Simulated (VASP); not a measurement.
Input of a VASP 6.6.1 run:

Contents of INCAR:

```
PREC = Accurate
ENCUT = 600
EDIFF = 1E-6
ISMEAR = 0
SIGMA = 0.1
LREAL = False
LASPH = True
NELM = 80
ALGO = Fast
ISIF = 3
LWAVE = False
LCHARG = False
GGA = PE
IBRION = 2
NSW = 100
EDIFFG = -0.01
```

The input KPOINTS:

```
Automatic mesh
0
Gamma
  14 14 4
```

File POSCAR:

```
Ti5W
1.0
    2.7418336575      0.0000000000      0.0000000000
    0.0000000000      2.7418336575      0.0000000000
    0.0000000000      0.0000000000     13.4706631147
Ti W
5 1
Direct
    0.0000000000      0.0000000000      0.6650145217
    0.5000000000      0.5000000000      0.8308678842
    0.5000000000      0.5000000000      0.1691321158
    0.0000000000      0.0000000000      0.3349854783
    0.5000000000      0.5000000000      0.5000000000
    0.0000000000      0.0000000000      0.0000000000
```

Potentials or basis: VASP PAW PBE potentials, release 64 (Ti_sv, W_sv).

Launch:

```console
$ cat potpaw_PBE.64/Ti_sv/POTCAR potpaw_PBE.64/W_sv/POTCAR > POTCAR
$ mpirun -np 1 vasp_std > vasp.out
```

Q: Estimate the band gap on the k mesh.

A: Zero (bands 37 and 38 overlap by 0.94 eV).

Q: What does it give for the relaxed volume?

A: 16.92 Å³/atom.

Q: Predict the relaxed cell.

A: a = 2.743 Å, b = 2.743 Å, c = 13.491 Å, α = 90.00°, β = 90.00°, γ = 90.00°.

Forces on the atoms (eV/Å):
```
Ti   0.000  0.000 -0.009
Ti   0.000  0.000  0.003
Ti   0.000  0.000 -0.003
Ti   0.000  0.000  0.009
Ti   0.000  0.000  0.000
W    0.000  0.000  0.000
```

Caveat: spin-orbit coupling is left out, which moves the levels of the heavy elements.
